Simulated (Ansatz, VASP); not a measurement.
**HfN: VASP beside Ansatz**

```
CELL_PARAMETERS angstrom
0.00000 2.41597 2.41597
2.41597 0.00000 2.41597
2.41597 2.41597 0.00000
ATOMIC_POSITIONS crystal
Hf 0.00000 0.00000 0.00000
N 0.75000 0.75000 0.75000
```

Alike in both runs: functional LDA; k mesh 8 × 8 × 8; occupations gaussian, width 0.1 eV; no spin polarisation.

Ansatz relaxed the structure, and its values are those at the end. VASP's run is a single point on that final structure, the one shown.

|  | VASP | Ansatz |
| --- | --- | --- |
| version | VASP 6.6.1 | Ansatz 0.2.0 |
| potentials or method | VASP PAW LDA potentials, release 64 (Hf_pv, N), cutoff 600 eV | scalar-relativistic, plane waves, PAW |
| valence electrons in the cell | 15 | 31 |

Ansatz gave:

* gap on the k mesh at the Fermi level (eV): none
* pressure (GPa): -0.5

Q: Estimate VASP's values.

A: gap on the k mesh at the Fermi level (eV): none; pressure (GPa): -0.7.

LDA's correlation is that of Perdew and Zunger in VASP and of Perdew and Wang (1992) in Ansatz. A gap of «none» marks a metal or a gap that the smearing closes. VASP's potentials hold 15 valence electrons a cell and Ansatz's 31, so a difference there can come from the potentials and not from the codes.

Neither program's run includes spin-orbit coupling.
